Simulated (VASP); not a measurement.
Write the native input for VASP 6.6.1 that does the following.

| Item | Value |
| --- | --- |
| Task | single point |
| Functional | PBE |
| Potentials or basis | VASP PAW PBE potentials, release 64 (C, H) |
| Cutoff | 520 eV |
| k mesh | 6 × 3 × 1 |
| Occupations | gaussian, width 0.1 eV |
| Spin | no spin polarisation |
| Dipole correction | yes |
| Further INCAR settings | ALGO = Normal; EDIFF = 1e-06; NBANDS = 38 |

The structure of HC6 lies in POSCAR:

```
HC6
1.0
    4.9326910638      0.0000000000      0.0000000000
    0.0000000000      8.5222964205      0.0000000000
    0.0000000000      0.0000000000     22.9416055954
C H
12 2
Direct
    0.0000000000      0.0000000000      0.1743557130
    0.5000000000      0.0000000000      0.1743557130
    0.2500000000      0.0000000000      0.2053898368
    0.7500000000      0.0000000000      0.2053898368
    0.2500000000      0.0000000000      0.2674580844
    0.7500000000      0.0000000000      0.2674580844
    0.0000000000      0.0000000000      0.2977124344
    0.5000000000      0.0000000000      0.2977124344
    0.0000000000      0.0000000000      0.3626190265
    0.5000000000      0.0000000000      0.3626190265
    0.2500000000      0.0000000000      0.3897550046
    0.7500000000      0.0000000000      0.3897550046
    0.1568459804      0.0000000000      0.5030862181
    0.3431540196      0.0000000000      0.5030862181
```

The input as run:

INCAR

```
SYSTEM = HC6
ALGO = Normal
DIPOL = 0.5 0.5 0.314
EDIFF = 1E-6
ENCUT = 520
GGA = PE
IDIPOL = 3
ISIF = 2
ISMEAR = 0
LASPH = .TRUE.
LCHARG = .FALSE.
LDIPOL = .TRUE.
LREAL = .FALSE.
LWAVE = .FALSE.
NBANDS = 38
NELM = 80
PREC = Accurate
SIGMA = 0.1
```

KPOINTS

```
k-points
0
G
  6 3 1
  0 0 0
```

Potentials or basis: VASP PAW PBE potentials, release 64 (C, H).

Launch:

```bash
$ cat potpaw_PBE.64/C/POTCAR potpaw_PBE.64/H/POTCAR > POTCAR
$ mpirun -np 1 vasp_std > vasp.out
```

Results of the run:

```json
{
 "Largest force": "3.361 eV/Å",
 "Band gap on the k mesh": "0.07 eV"
}
```

It took 12 min on 1 thread of Intel(R) Xeon(R) Platinum 8375C CPU @ 2.90GHz (Ice Lake) (shared host), peak memory 0.95 GiB.
